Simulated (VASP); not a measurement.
Write the native input for VASP 6.6.1 that does the following.

```
Task                   : single point
Functional             : PBEsol
Potentials or basis    : VASP PAW PBE potentials, release 64 (Bi_d)
Cutoff                 : 520 eV
k mesh                 : 12 × 12 × 12
Occupations            : gaussian, width 0.05 eV
Spin                   : no spin polarisation
Dipole correction      : no
Further INCAR settings : ALGO = Fast; EDIFF = 1e-07; NBANDS = 14
```

The structure of Bi lies in POSCAR:

```
Bi
1.0
   -4.5862334565      4.5862334565      1.2328226832
    4.5862334565     -4.5862334565      1.2328226832
    4.5862334565      4.5862334565     -1.2328226832
Bi
1
Direct
    0.0000000000      0.0000000000      0.0000000000
```

This cell differs from its parent crystal: ratio of the length along z to the lengths across it x 0.8, volume and fractional coordinates fixed.

One way to write it, as run:

INCAR

```
SYSTEM = Bi
PREC = Accurate
ENCUT = 520
EDIFF = 1E-7
ISMEAR = 0
SIGMA = 0.05
LREAL = .FALSE.
LASPH = .TRUE.
NELM = 80
ALGO = Fast
ISIF = 2
LWAVE = .FALSE.
LCHARG = .TRUE.
GGA = PS
LELF = .TRUE.
LVHAR = .TRUE.
NBANDS = 14
```

KPOINTS

```
regular mesh
0
G
  12 12 12
  0 0 0
```

Potentials or basis: VASP PAW PBE potentials, release 64 (Bi_d).

Launch:

```bash
$ cat potpaw_PBE.64/Bi_d/POTCAR > POTCAR
$ mpirun -np 1 vasp_std > vasp.out
```

Results of the run:

```yaml
Pressure: 6.3 GPa
```

Caveat: the PAW data sets were made with another functional, which shifts forces and pressure a little.

Wall time 6 min on 1 thread of Intel(R) Xeon(R) 6975P-C (Granite Rapids), with other jobs on the host, peak memory 0.48 GiB.
